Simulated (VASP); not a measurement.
Write the native input for VASP 6.6.1 that does the following.

* Task: single point
* Functional: PBE
* Potentials or basis: VASP PAW PBE potentials, release 64 (Nb_sv, Si, O)
* Cutoff: 600 eV
* k mesh: 3 × 3 × 3
* Occupations: gaussian, width 0.15 eV
* Spin: no spin polarisation
* Dipole correction: no
* Further INCAR settings: ALGO = Normal; EDIFF = 1e-06; NBANDS = 29

The structure of Nb2SiO2 lies in POSCAR:

```
Nb2SiO2
1.0
    3.3907738237      0.0000000000      0.0000000000
    0.0000000000      3.3907738237      0.0000000000
    0.0000000000      0.0000000000      6.0114178502
Nb Si O
2 1 2
Direct
    0.0000000000      0.0000000000      0.0000000000
    0.0000000000      0.0000000000      0.5000000000
    0.5000000000      0.5000000000      0.5000000000
    0.5000000000      0.5000000000      0.1899874683
    0.5000000000      0.5000000000      0.8100125317
```

The cell was built from a structure type or drawn by symmetry, and may not be a known phase.

These files were run (other wordings do the same):

INCAR

```
SYSTEM = Nb2SiO2
  ALGO = Normal
  EDIFF = 1E-6
  ENCUT = 600
  GGA = PE
  GGA_COMPAT = .FALSE.
  ISIF = 2
  ISMEAR = 0
  LASPH = .TRUE.
  LCHARG = .TRUE.
  LELF = .TRUE.
  LREAL = .FALSE.
  LVHAR = .TRUE.
  LWAVE = .FALSE.
  NBANDS = 29
  NELM = 120
  PREC = Accurate
  SIGMA = 0.15
```

KPOINTS

```
k-points
0
G
  3 3 3
  0 0 0
```

Potentials or basis: VASP PAW PBE potentials, release 64 (Nb_sv, Si, O).

The run is started by

```console
$ cat potpaw_PBE.64/Nb_sv/POTCAR potpaw_PBE.64/Si/POTCAR potpaw_PBE.64/O/POTCAR > POTCAR
$ mpirun -np 1 vasp_std > vasp.out
```

Results of the run:

- Pressure: -0.1 GPa
- Largest force: 0.049 eV/Å
- Band gap on the k mesh: zero (bands 21 and 22 overlap by 0.28 eV)

Caveat: the k points lie up to 0.62 Å⁻¹ apart.

Wall time 11 s on 1 thread of Intel(R) Xeon(R) 6975P-C (Granite Rapids) (shared host), peak memory 0.19 GiB.
